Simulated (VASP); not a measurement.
Write the native input for VASP 6.6.1 that does the following.

| Quantity | Value |
| --- | --- |
| Task | single point |
| Functional | r2SCAN |
| Potentials or basis | VASP PAW PBE potentials, release 64 (Zr_sv) |
| Cutoff | 520 eV |
| k mesh | 13 × 13 × 13 |
| Occupations | fermi-dirac, width 0.1 eV |
| Spin | no spin polarisation |
| Dipole correction | no |
| Further INCAR settings | ALGO = Normal; EDIFF = 1e-06; NBANDS = 12 |

Zr:

```
Zr
1.0
     0.00000    2.29437    2.29437
     2.29437    0.00000    2.29437
     2.29437    2.29437    0.00000
Zr
1
Direct
  0.00000 0.00000 0.00000
```

This isn't the form of Zr at room conditions, which is hcp.

The input as run:

POSCAR

```
Zr
1.0
    0.0000000000      2.2943714165      2.2943714165
    2.2943714165      0.0000000000      2.2943714165
    2.2943714165      2.2943714165      0.0000000000
Zr
1
Direct
    0.0000000000      0.0000000000      0.0000000000
```

INCAR.step1

```
ALGO = Normal
EDIFF = 1E-4
ENCUT = 520
GGA = PE
ISMEAR = -1
LASPH = True
LCHARG = False
LREAL = False
LWAVE = True
NBANDS = 12
NELM = 60
PREC = Accurate
SIGMA = 0.1
```

INCAR.step2

```
ALGO = Normal
EDIFF = 1E-6
ENCUT = 520
ISIF = 2
ISMEAR = -1
ISTART = 1
LASPH = True
LCHARG = False
LMIXTAU = True
LREAL = False
LWAVE = False
METAGGA = R2SCAN
NBANDS = 12
NELM = 60
PREC = Accurate
SIGMA = 0.1
```

KPOINTS

```
k-points
0
Gamma
  13 13 13
```

Potentials or basis: VASP PAW PBE potentials, release 64 (Zr_sv).

Command:

```bash
$ cat potpaw_PBE.64/Zr_sv/POTCAR > POTCAR
$ cp INCAR.step1 INCAR
$ mpirun -np 1 vasp_std > vasp.out
$ cp INCAR.step2 INCAR
$ mpirun -np 1 vasp_std > vasp.out
```

It gave:

| Property | Result |
| --- | --- |
| Pressure | -2.7 GPa |
| Band gap on the k mesh | zero (bands 6 and 7 overlap by 1.70 eV) |

Caveat: the PAW data sets were made with another functional, which shifts forces and pressure a little.

Run time: 25 s on 1 thread of Intel(R) Xeon(R) 6975P-C (Granite Rapids) (shared host), peak memory 0.15 GiB.
